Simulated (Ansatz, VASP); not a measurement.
CuH3 in VASP and in Ansatz

```
CELL_PARAMETERS angstrom
3.31405 0.00000 0.00000
0.00000 3.31405 0.00000
0.00000 0.00000 3.31405
ATOMIC_POSITIONS crystal
Cu 0.00000 0.00000 0.00000
H 0.50000 0.50000 0.00000
H 0.50000 0.00000 0.50000
H 0.00000 0.50000 0.50000
```

Change from the starting cell: species swapped into the EuBi3 type (Pm-3m, No. 221).

Alike in both runs: task single point; functional PBE; k mesh 6 × 6 × 6; occupations gaussian, width 0.1 eV; no spin polarisation.

```csv
,VASP,Ansatz
version,VASP 6.6.1,Ansatz 0.2.0
potentials or method,"VASP PAW PBE potentials, release 64 (Cu, H), cutoff 600 eV","scalar-relativistic, plane waves, PAW"
valence electrons in the cell,14,22
```

|  | VASP | Ansatz | Ansatz less VASP |
| --- | --- | --- | --- |
| gap on the k mesh at the Fermi level (eV) | none | none | - |
| pressure (GPa) | -22.9 | -23.1 | -0.16 |

A gap of «none» marks a metal or a gap that the smearing closes. VASP's potentials hold 14 valence electrons a cell and Ansatz's 22, so a difference there can come from the potentials and not from the codes.
